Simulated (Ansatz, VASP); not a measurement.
# One calculation of ZnS, two programs

Contents of INCAR:

```
SYSTEM = ZnS
ALGO = Normal
EDIFF = 1E-6
ENCUT = 520
GGA = PE
ISIF = 2
ISMEAR = 0
LASPH = .True.
LCHARG = .False.
LREAL = .False.
LWAVE = .False.
NBANDS = 26
NELM = 60
PREC = Accurate
SIGMA = 0.05
```

File KPOINTS:

```
k-points
0
Gamma
  12 12 6
  0 0 0
```

POSCAR

```
ZnS
1.0
    3.8491087694      0.0000000000      0.0000000000
   -1.9245543847      3.3004217586      0.0000000000
    0.0000000000      0.0000000000      6.2340000000
Zn S
2 2
Direct
    0.3333333333      0.6666666667      0.0000000000
    0.6666666667      0.3333333333      0.5000000000
    0.3333333333      0.6666666667      0.3850000000
    0.6666666667      0.3333333333      0.8850000000
```

Input for Ansatz:

```yaml
crystal:
  lattice:
    - [3.8491087694, 0.0, 0.0]
    - [-1.9245543847, 3.3004217586, 0.0]
    - [0.0, 0.0, 6.234]
  atoms:
    - { symbol: Zn, position: [0.3333333333, 0.6666666667, 0.0] }
    - { symbol: Zn, position: [0.6666666667, 0.3333333333, 0.5] }
    - { symbol: S, position: [0.3333333333, 0.6666666667, 0.385] }
    - { symbol: S, position: [0.6666666667, 0.3333333333, 0.885] }
basis:
  ecutwfc: 420
kpoints:
  mp_grid: { grid: [12, 12, 6] }
hamiltonian:
  xc: pbe
scf:
  occupations: { method: gaussian, width: 0.05 }
output:
  forces: true
  stress: true
  eigenvalues: true
```

Change from the starting cell: strain +0.0100 x Voigt [1, 0, 0, 0, 0, 0], atoms carried along.

Alike in both runs: task single point; functional PBE; k mesh 12 × 12 × 6; occupations gaussian, width 0.05 eV; no spin polarisation.

|  | VASP | Ansatz |
| --- | --- | --- |
| version | VASP 6.6.1 | Ansatz 0.2.0 |
| potentials or method | VASP PAW PBE potentials, release 64 (Zn, S), cutoff 520 eV | scalar-relativistic, plane waves, PAW |
| valence electrons in the cell | 36 | 36 |

```tsv
	VASP	Ansatz	Ansatz less VASP
gap on the k mesh at the Fermi level (eV)	2.20	2.19	-0.005
least direct gap on the mesh (eV)	2.20	2.19	-0.005
pressure (GPa)	1.7	1.5	-0.15
traceless stress, the component that is largest in VASP (GPa)	1.00	0.99	-0.013
rms of the force components (eV/Å)	0.170	0.168	-0.0016
```

Atom by atom the forces differ by 0.002 eV/Å (rms over components). With one functional, cell and mesh, what is left measures potentials, basis and numerics.
